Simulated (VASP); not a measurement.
The system is Te2Mo.

```
Te Mo
1.0
     3.45631    0.00000    0.00000
    -1.72815    2.99325    0.00000
     0.00000    0.00000   13.57253
Te Mo
4 2
Direct
  0.33333 0.66667 0.38282
  0.66667 0.33333 0.61718
  0.66667 0.33333 0.88282
  0.33333 0.66667 0.11718
  0.33333 0.66667 0.75000
  0.66667 0.33333 0.25000
```

```yaml
Program: VASP 6.6.1
Task: relaxation of cell and atoms
Functional: PBE
Dispersion: D3(BJ)
Potentials_or_basis: VASP PAW PBE potentials, release 64 (Te, Mo_sv)
Cutoff: 500 eV
k_mesh: 12 × 12 × 2
Occupations: gaussian, width 0.02 eV
Spin: no spin polarisation
```

At the start: pressure 3.5 GPa; volume 23.40 Å³/atom.

Q: How do energy, volume and symmetry change on relaxing?

A: Over 12 steps the energy falls by 7.8 meV/atom and the volume is 24.15 Å³/atom (+3.2 %); space group P6_3/mmc (No. 194, to 0.1 Å) before and after.

Step by step:
| step | energy change (eV) | largest force (eV/Å) | pressure (GPa) | volume (Å³) |
| --- | --- | --- | --- | --- |
| 1 | 0.0000 | 0.4138 | 3.49 | 140.42 |
| 2 | 0.0976 | 0.8375 | -5.10 | 151.03 |
| 3 | -0.0444 | 0.0752 | 0.06 | 144.09 |
| 4 | -0.0444 | 0.0659 | 0.13 | 144.01 |
| 5 | -0.0464 | 0.0257 | 0.06 | 144.45 |
| 6 | -0.0465 | 0.0116 | 0.03 | 144.59 |
| 7 | -0.0465 | 0.0126 | 0.03 | 144.58 |
| 8 | -0.0465 | 0.0172 | -0.02 | 144.69 |
| 9 | -0.0466 | 0.0227 | -0.08 | 144.82 |
| 10 | -0.0466 | 0.0199 | -0.07 | 144.83 |
| 11 | -0.0466 | 0.0120 | -0.04 | 144.86 |
| 12 | -0.0467 | 0.0041 | 0.02 | 144.91 |

Final structure:
```
Te Mo
1.0
     3.49568    0.00000    0.00000
    -1.74784    3.02734    0.00000
     0.00000    0.00000   13.69312
Te Mo
4 2
Direct
  0.33333 0.66667 0.38277
  0.66667 0.33333 0.61723
  0.66667 0.33333 0.88277
  0.33333 0.66667 0.11723
  0.33333 0.66667 0.75000
  0.66667 0.33333 0.25000
```
